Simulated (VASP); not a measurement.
A run of VASP 6.6.1 is set up as follows.

File INCAR:

```
  PREC = Accurate
  ENCUT = 520
  EDIFF = 1E-7
  ISMEAR = 0
  SIGMA = 0.15
  LREAL = F
  LASPH = T
  NELM = 100
  ALGO = Normal
  ISIF = 2
  LWAVE = F
  LCHARG = F
  NBANDS = 16
```

Contents of KPOINTS:

```
Automatic mesh
0
Gamma
  14 14 14
```

File POSCAR:

```
InSb
1.0
    0.0000000000      3.0735130000      3.0427778700
    3.0735130000      0.0000000000      3.0427778700
    3.0735130000      3.0735130000      0.0000000000
In Sb
1 1
Direct
    0.0000000000      0.0000000000      0.0000000000
    0.5000000000      0.5000000000      0.5000000000
```

Potentials or basis: VASP PAW LDA potentials, release 64 (In_d, Sb).

Command:

```console
$ cat potpaw_LDA.64/In_d/POTCAR potpaw_LDA.64/Sb/POTCAR > POTCAR
$ mpirun -np 1 vasp_std > vasp.out
```

Q: What does it give for the pressure?

A: -3.6 GPa.

Q: What does it give for the band gap on the k mesh?

A: Zero (bands 9 and 10 overlap by 2.73 eV).

Stress tensor (GPa, compression positive):
```
-3.86  0.00  0.00
 0.00 -3.86  0.00
 0.00  0.00 -3.16
```

Caveat: the cell differs from its parent crystal (strain -0.0100 x Voigt [0, 0, 1, 0, 0, 0]); the cell stands under tension; spin-orbit coupling is left out, which moves the levels of the heavy elements.
